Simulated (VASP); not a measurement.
Input of a VASP 6.6.1 run:

The input INCAR:

```
ALGO = Normal
EDIFF = 1E-6
ENCUT = 520
GGA = PS
ISIF = 2
ISMEAR = -1
LASPH = T
LCHARG = F
LREAL = F
LWAVE = F
NBANDS = 11
NELM = 60
PREC = Accurate
SIGMA = 0.05
```

The input KPOINTS:

```
k-points
0
Gamma
  9 9 9
```

The input POSCAR:

```
NaH
1.0
    0.0000000000      2.3901901053      2.3901901053
    2.3901901053      0.0000000000      2.3901901053
    2.3901901053      2.3901901053      0.0000000000
Na H
1 1
Direct
    0.0000000000      0.0000000000      0.0000000000
    0.5000000000      0.5000000000      0.5000000000
```

Potentials or basis: VASP PAW PBE potentials, release 64 (Na_pv, H).

Run with:

```bash
$ cat potpaw_PBE.64/Na_pv/POTCAR potpaw_PBE.64/H/POTCAR > POTCAR
$ mpirun -np 1 vasp_std > vasp.out
```

(1) Predict the band gap on the k mesh.

(2) Predict the pressure.

Answers

(1) 3.93 eV, indirect (least direct gap 4.68 eV).

(2) 0.2 GPa.

Caveat: the PAW data sets were made with another functional, which shifts forces and pressure a little.
